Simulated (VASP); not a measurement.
Input of a VASP 6.6.1 run:

The input INCAR:

```
  ALGO = Normal
  EDIFF = 1E-6
  ENCUT = 520
  GGA = PE
  ISIF = 2
  ISMEAR = 0
  LASPH = True
  LCHARG = True
  LELF = True
  LREAL = False
  LVHAR = True
  LWAVE = False
  NBANDS = 27
  NELM = 60
  PREC = Accurate
  SIGMA = 0.1
```

KPOINTS

```
k-points
0
Gamma
  4 4 4
```

File POSCAR:

```
AlAsPd3
1.0
    4.6274196166      0.0000000000      0.0000000000
    0.0000000000      4.6274196166      0.0000000000
    0.0000000000      0.0000000000      4.6227294543
Al As Pd
1 1 3
Direct
    0.5000000000      0.5000000000      0.0000000000
    0.5000000000      0.5000000000      0.5000000000
    0.0000000000      0.0000000000      0.0000000000
    0.5000000000      0.0000000000      0.5000000000
    0.0000000000      0.5000000000      0.5000000000
```

Potentials or basis: VASP PAW PBE potentials, release 64 (Al, As, Pd).

Launch:

```console
$ cat potpaw_PBE.64/Al/POTCAR potpaw_PBE.64/As/POTCAR potpaw_PBE.64/Pd/POTCAR > POTCAR
$ mpirun -np 1 vasp_std > vasp.out
```

Task: What does it give for the pressure?

Result: 0.2 GPa.

Task: Predict the band gap on the k mesh.

Result: Zero (bands 19 and 20 overlap by 0.63 eV).

Stress tensor (GPa, compression positive):
```
0.26 0.00 0.00
0.00 0.26 0.00
0.00 0.00 0.18
```
